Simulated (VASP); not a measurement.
# ZrB2: relaxation of cell and atoms with LDA

ZrB2:

```xyz
3
Lattice="3.1328 0.0000 0.0000 -1.5664 2.7131 0.0000 0.0000 0.0000 3.4894" Properties=species:S:1:pos:R:3 pbc="T T T"
Zr    0.0000    0.0000    0.0000
B     0.0000    1.8087    1.7447
B     1.5664    0.9044    1.7447
```

- Program: VASP 6.6.1
- Task: relaxation of cell and atoms
- Functional: LDA
- Potentials or basis: VASP PAW LDA potentials, release 64 (Zr_sv, B)
- Cutoff: 600 eV
- k mesh: 15 × 15 × 12
- Occupations: fermi-dirac, width 0.15 eV
- Spin: no spin polarisation
- Dipole correction: no
- Further INCAR settings: ALGO = Normal; EDIFF = 1e-07; IBRION = 2; EDIFFG = -0.001; NSW = 80; ISIF = 3

The relaxed volume is 9.91 Å³/atom. The relaxed cell is a = 3.135 Å, b = 3.135 Å, c = 3.491 Å, α = 90.00°, β = 90.00°, γ = 120.00° and the space group after relaxing (to 0.1 Å) is P6/mmm (No. 191). The energy gained by relaxing is 0.0 meV/atom, the ionic steps are 3 and the pressure after relaxing is 0.0 GPa. The band gap on the k mesh is zero (bands 9 and 10 overlap by 1.03 eV).

Final structure:
```
Zr B
1.0
     3.13494    0.00000    0.00000
    -1.56747    2.71494    0.00000
     0.00000    0.00000    3.49147
Zr B
1 2
Direct
  0.00000 0.00000 0.00000
  0.33333 0.66667 0.50000
  0.66667 0.33333 0.50000
```

Levels at points of the mesh, in eV from the Fermi level:
```csv
k point,band 7,band 8,band 9,band 10,band 11,band 12
"(0.00, 0.00, 0.00)",-2.67,-2.64,-2.24,3.55,3.55,4.35
"(0.00, 0.00, 0.50)",-0.95,-0.95,0.35,0.35,0.81,0.81
```

Wall time 97 s on 1 thread of Intel(R) Xeon(R) Platinum 8559C (Emerald Rapids), with other jobs on the host, peak memory 0.22 GiB.
